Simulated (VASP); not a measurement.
A run of VASP 6.6.1 is set up as follows.

INCAR

```
PREC = Accurate
ENCUT = 520
EDIFF = 1E-6
ISMEAR = -1
SIGMA = 0.1
LREAL = F
LASPH = T
NELM = 150
ALGO = Normal
ISIF = 2
LWAVE = F
LCHARG = T
ISPIN = 2
MAGMOM = 0 0.6
LORBIT = 11
NUPDOWN = 0.6
LMAXMIX = 4
GGA = CA
LELF = T
LVHAR = T
NBANDS = 22
```

File KPOINTS:

```
Automatic mesh
0
Gamma
  9 9 5
```

Contents of POSCAR:

```
CaY
1.0
    1.9766574348     -2.9332380000      0.0000000000
    1.9766574348      2.9332380000      0.0000000000
   -0.0302115573      0.0000000000      6.1761332710
Ca Y
1 1
Direct
    0.0000000000      0.0000000000      0.0000000000
    0.5000000000      0.5000000000      0.5000000000
```

Potentials or basis: VASP PAW LDA potentials, release 64 (Ca_sv, Y_sv).

Launch:

```sh
$ cat potpaw_LDA.64/Ca_sv/POTCAR potpaw_LDA.64/Y_sv/POTCAR > POTCAR
$ mpirun -np 1 vasp_std > vasp.out
```

**Question.** Predict the pressure.

**Answer.** -2.4 GPa.

Stress tensor (GPa, compression positive):
```
-2.43  0.00  0.09
 0.00 -1.95  0.00
 0.09  0.00 -2.80
```

Caveat: the total moment is fixed, so each spin has its own Fermi level and the state may be an excited one.
